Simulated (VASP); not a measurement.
Runs of VASP 6.6.1 on GaMo. The structure is that of space group Pm-3m (No. 221), or close to it. The cells are those of the table. 

| task | cell | cutoff (eV) | gap on the mesh (eV) | pressure (GPa) |
| --- | --- | --- | --- | --- |
| single point | a = 3.123 Å, 2 atoms | 520 | none | (a) |
| single point | a = 3.125 Å, 2 atoms | 520 | none | 0.0 |
| single point | a = 3.118 Å, 2 atoms | 520 | none | 1.0 |
| relaxation of cell and atoms | relaxed from a = 3.378 Å, 2 atoms | 600 | none | -0.5 |

Alike in all rows: level PBE; potentials or basis VASP PAW PBE potentials, release 64 (Ga_d, Mo_sv); no spin polarisation; k mesh 6 × 6 × 6; smearing gaussian 0.2 eV.

Task: Estimate the missing entries.

Result: (a) 0.2.

A k mesh can miss the band edges, and the runs leave out spin-orbit coupling on Ga, Mo.

A gap of «none» marks levels without a gap at the run's occupations.
